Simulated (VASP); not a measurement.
**Rh: single point with PBE**

Rh:

```xyz
2
Lattice="2.6672 0.0000 0.0000 -1.3336 2.3099 0.0000 0.0000 0.0000 4.1649" Properties=species:S:1:pos:R:3 pbc="T T T"
Rh    1.3336    0.7700    3.1237
Rh    0.0000    1.5399    1.0412
```

This isn't the form of Rh at room conditions, which is fcc.

```
Program             : VASP 6.6.1
Task                : single point
Functional          : PBE
Potentials or basis : VASP PAW PBE potentials, release 64 (Rh_pv)
Cutoff              : 520 eV
k mesh              : 21 × 21 × 12
Occupations         : gaussian, width 0.15 eV
Spin                : no spin polarisation
```

The pressure is 31.4 GPa. The band gap on the k mesh is zero (bands 15 and 16 overlap by 2.60 eV).

Stress tensor (GPa, compression positive):
```
27.02  0.00  0.00
 0.00 27.02  0.00
 0.00  0.00 40.14
```

Levels at points of the mesh, in eV from the Fermi level:
```tsv
k point	band 11	band 12	band 13	band 14	band 15	band 16	band 17	band 18	band 19	band 20
(0.00, 0.00, 0.00)	-3.18	-2.76	-2.76	-2.42	-2.42	0.11	0.11	1.03	9.86	15.63
(0.00, 0.00, 0.50)	-3.64	-3.64	-3.40	-3.40	-0.49	-0.49	-0.49	-0.49	15.08	15.08
```

It took 3.1 min on 1 thread of Intel Xeon 8259CL, with other jobs on the host, peak memory 0.25 GiB.

Caveat: the stress differs along the axes, from 27 to 40 GPa.
